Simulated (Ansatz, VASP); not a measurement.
One calculation of Al12H, two programs

```xyz
13
Lattice="5.7135 0.0000 0.0000 -2.8568 4.9481 0.0000 0.0000 0.0000 21.6014" Properties=species:S:1:pos:R:3 pbc="T T T"
Al    1.4284    0.8247    4.0000
Al    0.0000    3.2987    4.0000
Al    4.2851    0.8247    4.0000
Al    2.8568    3.2987    4.0000
Al    0.0000    1.6494    6.3007
Al   -1.4284    4.1234    6.3007
Al    2.8568    1.6494    6.3007
Al    1.4284    4.1234    6.3007
Al    0.0000    0.0000    8.6014
Al   -1.4284    2.4740    8.6014
Al    2.8568    0.0000    8.6014
Al    1.4284    2.4740    8.6014
H     1.4284   -0.8247   10.6714
```

Alike in both runs: task single point; functional PBE; k mesh 6 × 6 × 1; occupations gaussian, width 0.1 eV; collinear spin.

|  | VASP | Ansatz |
| --- | --- | --- |
| version | VASP 6.6.1 | Ansatz 0.2.0 |
| potentials or method | VASP PAW PBE potentials, release 64 (Al, H), cutoff 520 eV | scalar-relativistic, plane waves, PAW |
| valence electrons in the cell | 37 | 37 |

```tsv
	VASP	Ansatz	Ansatz less VASP
gap on the k mesh at the Fermi level (eV)	none	none	-
rms of the force components (eV/Å)	0.282	0.282	0.0000
net moment per atom (μB)	0.00	0.00	0.000
```

Atom by atom the forces differ by 0.000 eV/Å (rms over components). A gap of «none» marks a metal or a gap that the smearing closes. Ansatz's warnings: seeded moment not kept.
